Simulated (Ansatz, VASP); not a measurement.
## CdS: VASP beside Ansatz

```
Cd S
1.0
     4.13480    0.00000    0.00000
    -2.06740    3.58084    0.00000
     0.00000    0.00000    6.95147
Cd S
2 2
Direct
  0.33333 0.66667 0.00000
  0.66667 0.33333 0.50000
  0.33333 0.66667 0.38500
  0.66667 0.33333 0.88500
```

Change from the starting cell: zz strain of +3 %, crystal datasets.

Alike in both runs: task electric field gradients; functional PBE; k mesh 7 × 7 × 4; occupations fermi-dirac, width 0.01 eV; no spin polarisation.

|  | VASP | Ansatz |
| --- | --- | --- |
| version | VASP 6.6.1 | Ansatz 0.2.0 |
| potentials or method | VASP PAW PBE potentials, release 64 (Cd, S), cutoff 520 eV | all-electron PAW with datasets made for the crystal, scalar-relativistic |

Ansatz gave:

```
gap on the k mesh at the Fermi level (eV)                     : 1.13
pressure (GPa)                                                : 1.1
traceless stress, the component that is largest in VASP (GPa) : -2.82
rms of the force components (eV/Å)                            : 0.212
size of Vzz on the site where it differs most (V/Å²)          : 51.8
```

What did VASP give for the same quantities?

gap on the k mesh at the Fermi level (eV): 1.13; pressure (GPa): 1.4; traceless stress, the component that is largest in VASP (GPa): -2.90; rms of the force components (eV/Å): 0.220; size of Vzz on the site where it differs most (V/Å²): 55.3.

Atom by atom the forces differ by 0.007 eV/Å (rms over components). Ansatz ran all-electron here, and VASP with PAW potentials.
